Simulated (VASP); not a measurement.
EuSiF, 3 atoms in the cell. Symmetry: P4/mmm, No. 123, tetragonal system. The conventional cell has a = 4.073 Å, b = 4.073 Å, c = 3.796 Å, α = 90.00°, β = 90.00°, γ = 90.00°. Within 3.8 Å of Eu (site symmetry 4/mmm) lie 4 Si at 2.88 Å and 8 F at 3.45 Å and 2 Eu at 3.80 Å. Within 2.5 Å of Si (site symmetry 4/mmm) lie 2 F at 1.90 Å. Within 2.5 Å of F (site symmetry 4/mmm) lie 2 Si at 1.90 Å. The cell was generated, and may not be a known phase.

| Item | Value |
| --- | --- |
| Program | VASP 6.6.1 |
| Task | relaxation of cell and atoms |
| Functional | PBE |
| Potentials or basis | VASP PAW PBE potentials, release 64 (Eu, Si, F) |
| Cutoff | 600 eV |
| k mesh | 4 × 4 × 4 |
| Occupations | gaussian, width 0.1 eV |
| Spin | collinear spin, ferromagnetic start |
| Starting moments | [7.0, 0.0, 0.0] μB |
| Dipole correction | no |
| Further INCAR settings | ALGO = Normal; EDIFF = 1e-06; IBRION = 2; EDIFFG = -0.04; NSW = 90; ISIF = 3 |

Potentials or basis: VASP PAW PBE potentials, release 64 (Eu, Si, F).

Run with:

```sh
$ cat potpaw_PBE.64/Eu/POTCAR potpaw_PBE.64/Si/POTCAR potpaw_PBE.64/F/POTCAR > POTCAR
$ mpirun -np 1 vasp_std > vasp.out
```

Hardware: 1 thread of Intel Xeon 8259CL (shared host).

Question: Estimate the wall time of this run.

Answer: Wall time 24 min on 1 thread of Intel Xeon 8259CL, with other jobs on the host, peak memory 0.28 GiB. Counts: scf iterations 207, k points 18, ion steps 8.
